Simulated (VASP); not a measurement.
# Si16Ge (a cell with a defect) in VASP: further runs, part 2 of 2

VASP 6.6.1. Earlier steps stand in the parts before.

**4. Single point, PBE**

INCAR

```
PREC     = Accurate       # precision mode
ENCUT    = 520            # plane-wave cutoff, eV
EDIFF    = 1E-7           # SCF threshold, eV
ISMEAR   = 0              # smearing method
SIGMA    = 0.05           # smearing width, eV
LREAL    = Auto         
LASPH    = T              # aspherical terms in the spheres
NELM     = 80             # most SCF steps
ALGO     = Normal         # electronic algorithm
ISIF     = 2              # what is computed and relaxed
LWAVE    = F              # write WAVECAR
LCHARG   = F              # write CHGCAR
GGA      = PE             # functional
NBANDS   = 53             # bands
```

KPOINTS

```
regular mesh
0
Gamma
  1 1 1
```

POSCAR

```
Si16Ge
1.0
    0.0000000000      5.4300000000      5.4300000000
    5.4300000000      0.0000000000      5.4300000000
    5.4300000000      5.4300000000      0.0000000000
Si Ge
16 1
Direct
   -0.0106036832     -0.0067064457      0.0121469613
    0.0622113260      0.1558365562      0.1449461326
    0.0095536832      0.0014534991      0.5064356354
    0.1245441989      0.1265440147      0.6431141805
   -0.0215320442      0.5268220994     -0.0156900552
    0.1401019337      0.6170179558      0.1084494475
    0.0583177716      0.4954083794      0.4697196133
    0.1410500000      0.6261301105      0.6221761510
    0.4489470534      0.1021645488     -0.0147500000
    0.6499147330     -0.0168324125      0.2039366483
    0.4889804788     -0.0183915285      0.5934410681
    0.6468799263      0.1461782689      0.6301760589
    0.5081450276      0.4329505525     -0.0512240331
    0.6070333333      0.6585587477      0.1154727440
    0.5052509208      0.5088606814      0.4909483425
    0.6880913444      0.6725383057      0.5060640884
    0.5658391344      0.2861337937      0.2895892265
```

Potentials or basis: VASP PAW PBE potentials, release 64 (Si, Ge_d).

Run with:

```bash
$ cat potpaw_PBE.64/Si/POTCAR potpaw_PBE.64/Ge_d/POTCAR > POTCAR
$ mpirun -np 1 vasp_gam > vasp.out
```

OUTCAR:

```text
PREC = Accurate
   ENCUT = 520
   EDIFF = 1E-7
   ISMEAR = 0
   LREAL = Auto
   LASPH = T
   NELM = 80
   ISIF = 2
   GGA = PE

 ion  position               nearest neighbor table
   1  0.989  0.993  0.012-  10 2.28   4 2.32   2 2.33   6 2.37
   2  0.062  0.156  0.145-   3 2.31   1 2.33   5 2.34   9 2.48
   3  0.010  0.001  0.506-  12 2.28   2 2.31   8 2.35   4 2.36
   4  0.125  0.127  0.643-   1 2.32  11 2.34   7 2.35   3 2.36
   5  0.978  0.527  0.984-   8 2.29  14 2.33   2 2.34   6 2.37
   6  0.140  0.617  0.108-   7 2.28   1 2.37   5 2.37  13 2.40
   7  0.058  0.495  0.470-   6 2.28   8 2.31   4 2.35  16 2.39
   8  0.141  0.626  0.622-  15 2.28   5 2.29   7 2.31   3 2.35
   9  0.449  0.102  0.985-  12 2.30  10 2.38   2 2.48  13 2.66  14 2.78
  10  0.650  0.983  0.204-   1 2.28  16 2.37   9 2.38  17 2.42  11 2.60  13 2.93  14 3.09
  11  0.489  0.982  0.593-  16 2.31  12 2.32   4 2.34  17 2.41  10 2.60
  12  0.647  0.146  0.630-   3 2.28  15 2.29   9 2.30  11 2.32  17 2.56
  13  0.508  0.433  0.949-   6 2.40  17 2.45   9 2.66  16 2.91  10 2.93  14 3.12
  14  0.607  0.659  0.115-   5 2.33  15 2.36  17 2.59   9 2.78  10 3.09  13 3.12
  15  0.505  0.509  0.491-   8 2.28  12 2.29  14 2.36  16 2.37  17 2.58
  16  0.688  0.673  0.506-  11 2.31  10 2.37  15 2.37   7 2.39  13 2.91
  17  0.566  0.286  0.290-  11 2.41  10 2.42  13 2.45  12 2.56  15 2.58  14 2.59

  LATTYP: Found a face centered cubic cell.
 ALAT       =    10.8600000000

  Lattice vectors:

 A1 = (   0.0000000000,   5.4300000000,   5.4300000000)
 A2 = (   5.4300000000,   0.0000000000,   5.4300000000)
 A3 = (   5.4300000000,   5.4300000000,   0.0000000000)

Analysis of symmetry for initial positions (statically):
=====================================================================
 Subroutine PRICEL returns:
 Original cell was already a primitive cell.

 Routine SETGRP: Setting up the symmetry group for a
 face centered cubic supercell.

 Subroutine GETGRP returns: Found  1 space group operations
 (whereof  1 operations were pure point group operations)
 out of a pool of 48 trial point group operations.

The static configuration has the point symmetry C_1 .

Analysis of symmetry for dynamics (positions and initial velocities):
=====================================================================
 Subroutine PRICEL returns:
 Original cell was already a primitive cell.

 Routine SETGRP: Setting up the symmetry group for a
 face centered cubic supercell.

 Subroutine GETGRP returns: Found  1 space group operations
 (whereof  1 operations were pure point group operations)
 out of a pool of 48 trial point group operations.

The dynamic configuration has the point symmetry C_1 .

 Subroutine INISYM returns: Found  1 space group operations
 (whereof  1 operations are pure point group operations),
 and found     1 'primitive' translations

----------------------------------------------------------------------------------------

                                     Primitive cell

  volume of cell :     320.2060

  direct lattice vectors                    reciprocal lattice vectors
     0.000000000  5.430000000  5.430000000    -0.092081031  0.092081031  0.092081031
     5.430000000  0.000000000  5.430000000     0.092081031 -0.092081031  0.092081031
[... 71 lines left out ...]
            Coordinates               Weight
  0.000000  0.000000  0.000000      1.000000
   k-points           NKPTS =      1   k-points in BZ     NKDIM =      1   number of bands    NBANDS=     53
   number of dos      NEDOS =    301   number of ions     NIONS =     17
   total plane-waves  NPLWV = 216000
   dimension x,y,z NGX =    60 NGY =   60 NGZ =   60
   dimension x,y,z NGXF=   120 NGYF=  120 NGZF=  120
   ions per type =              16   1
   NGX,Y,Z   is equivalent  to a cutoff of  12.99, 12.99, 12.99 a.u.
   NGXF,Y,Z  is equivalent  to a cutoff of  25.98, 25.98, 25.98 a.u.
 SYSTEM =  unknown system
   PREC   = accura    normal or accurate (medium, high low for compatibility)
   ISTART =      0    job   : 0-new  1-cont  2-samecut
   ICHARG =      2    charge: 1-file 2-atom 10-const
   ISPIN  =      1    spin polarized calculation?
   LNONCOLLINEAR =      F non collinear calculations
   LSORBIT =      F    spin-orbit coupling
   LASPH  =      T    aspherical Exc in radial PAW
   ENCUT  =  520.0 eV  38.22 Ry    6.18 a.u.  14.28 14.28 14.28*2*pi/ulx,y,z
   NELM   =     80;   NELMIN=  2; NELMDL= -5     # of ELM steps
   EDIFF  = 0.1E-06   stopping-criterion for ELM
   LREAL  =      T    real-space projection
   EDIFFG = 0.1E-05   stopping-criterion for IOM
   NSW    =      0    number of steps for IOM
   IBRION =     -1    ionic relax: 0-MD 1-quasi-New 2-CG
   NFREE  =      0    steps in history (QN), initial steepest desc. (CG)
   ISIF   =      2    stress and relaxation
   ISYM   =      2    0-nonsym 1-usesym 2-fastsym
   POTIM  = 0.5000    time-step for ionic-motion
   TEBEG  =    0.0;   TEEND  =   0.0 temperature during run
   PSTRESS=    0.0 pullay stress
   NELECT =      78.0000    total number of electrons
   NUPDOWN=      -1.0000    fix difference up-down
   EMIN   =  10.00;   EMAX   =-10.00  energy-range for DOS
   EFERMI =   0.00;   METHOD = LEGACY
   ISMEAR =     0;   SIGMA  =   0.05  broadening in eV -4-tet -1-fermi 0-gaus
   EFERMI_NEDOS =   21; number of points for ismear=-14 and -15
   IALGO  =     38    algorithm
   IMIX   =      4    mixing-type and parameters
     AMIX     =   0.40;   BMIX     =  1.00
     AMIX_MAG =   1.60;   BMIX_MAG =  1.00
  volume/ion in A,a.u.               =      18.84       127.11
  Fermi-wavevector in a.u.,A,eV,Ry     =   1.022421  1.932096 14.222785  1.045345
  Thomas-Fermi vector in A             =   2.156100
   LORBIT       =      0    0 simple, 1 ext, 2 COOP (PROOUT), +10 PAW based schemes
   GGA     = PE    functional components
   LHFCALC =     F    Hartree Fock is set to
   AEXX    =    0.0000 exact exchange contribution
   IVDW    =     0    specifies the selected vdW correction
   LEPSILON=     F    determine dielectric tensor
   LRPA    =     F    only Hartree local field effects (RPA)
 non-spin polarized calculation
 Gauss-broadening in eV      SIGMA  =   0.05
  energy-cutoff  :      520.00
  volume of cell :      320.21
 maximum number of plane-waves:      4305
 NGX is ok and might be reduce to    60
   NGX = 29   NGY = 29   NGZ = 29

 number of electron      77.9999999 magnetization

 Free energy of the ion-electron system (eV)
  ---------------------------------------------------
  ext. energy  EPLUGINS =         0.00000000
  ---------------------------------------------------
  free energy    TOTEN  =       -73.08445777 eV

  energy without entropy =      -73.08445777  energy(sigma->0) =      -73.08445777

 E-fermi :   6.4462     XC(G=0):  -9.7556

 val. band max:        6.1902455621   @ k =   0.0000   0.0000   0.0000
 cond. band min:       6.8721295669   @ k =   0.0000   0.0000   0.0000
 fundamental gap:      0.6818840048
 Fermi energy:         6.4462041758

 k-point     1 :       0.0000    0.0000    0.0000
  band No.  band energies     occupation
      1     -17.3530      2.00000
      2     -17.3420      2.00000
      3     -17.2755      2.00000
      4     -17.2654      2.00000
      5     -17.2630      2.00000
      6      -6.1834      2.00000
[... 43 lines left out ...]
     50       8.8712      0.00000
     51       8.8927      0.00000
 [bands above 51 left out]

------------------------ aborting loop because EDIFF is reached ----------------------------------------

  FORCE on cell =-STRESS in cart. coord.  units (eV):
  Direction    XX          YY          ZZ          XY          YZ          ZX
  --------------------------------------------------------------------------------------
  -------------------------------------------------------------------------------------
  Total       20.8158013     13.3233890     19.1945365      2.0602670     -3.6696979     -4.5510694
  in kB      104.1535871     66.6646814     96.0414542     10.3087165    -18.3616378    -22.7716528
  external PRESSURE =      88.9532409 kB  Pullay stress =       0.0000000 kB

 VOLUME and BASIS-vectors are now :
 -----------------------------------------------------------------------------
  energy-cutoff  :      520.00
  volume of cell :      320.21
      direct lattice vectors                 reciprocal lattice vectors
     0.000000000  5.430000000  5.430000000    -0.092081031  0.092081031  0.092081031
     5.430000000  0.000000000  5.430000000     0.092081031 -0.092081031  0.092081031
     5.430000000  5.430000000  0.000000000     0.092081031  0.092081031 -0.092081031

 POSITION                                       TOTAL-FORCE (eV/Angst)
 -----------------------------------------------------------------------------------
      5.45954      5.43838     10.76601         0.076425      0.182380     -0.008603
      1.63325      1.12487      1.18400        -0.028590     -0.200217      0.016780
      2.75784      2.80182      0.05977        -0.061563      0.056913      0.268287
      4.17924      4.16839      1.36341         0.209373      0.004605     -0.085211
      8.20545     10.65788      8.17372         0.537902      0.130450     -0.375096
      3.93929      1.34963      4.11116        -0.209122     -0.008086      0.293393
[... 9 lines left out ...]
      6.39981      6.48426      7.38822        -0.670172     -0.298293      0.223623
      3.12618      4.64498      4.62621        -0.045280      0.590280     -0.185391
 -----------------------------------------------------------------------------------
    total drift:                               -0.005195     -0.005099     -0.001028

  FREE ENERGIE OF THE ION-ELECTRON SYSTEM (eV)
  ---------------------------------------------------
  free  energy   TOTEN  =       -73.0844577683 eV

  energy  without entropy=      -73.0844577683  energy(sigma->0) =      -73.08445777
```

Wall time 27 s (1 thread of AMD EPYC 9R45 (Zen 5), shared host); peak memory 0.4 GiB.

Results:

```
Free energy            : -73.0845 eV
Pressure               : 8.9 GPa
Largest force          : 1.656 eV/Å
Band gap on the k mesh : 0.68 eV
```

Forces in eV/Å, atoms in the order of the input:
```
Si   0.076  0.182 -0.009
Si  -0.029 -0.200  0.017
Si  -0.062  0.057  0.268
Si   0.209  0.005 -0.085
Si   0.538  0.130 -0.375
Si  -0.209 -0.008  0.293
Si  -0.026 -0.119 -0.230
Si  -0.094 -0.096  0.183
Si   0.844  0.163  0.793
Si  -0.455  0.344 -0.233
Si   0.457 -0.708  0.378
Si  -0.219  0.066 -0.049
Si  -0.854 -0.524 -1.318
Si   0.587  0.749  0.320
Si  -0.049 -0.333  0.007
Si  -0.670 -0.298  0.224
Ge  -0.045  0.590 -0.185
```

Caveat: the k points lie up to 1.00 Å⁻¹ apart.
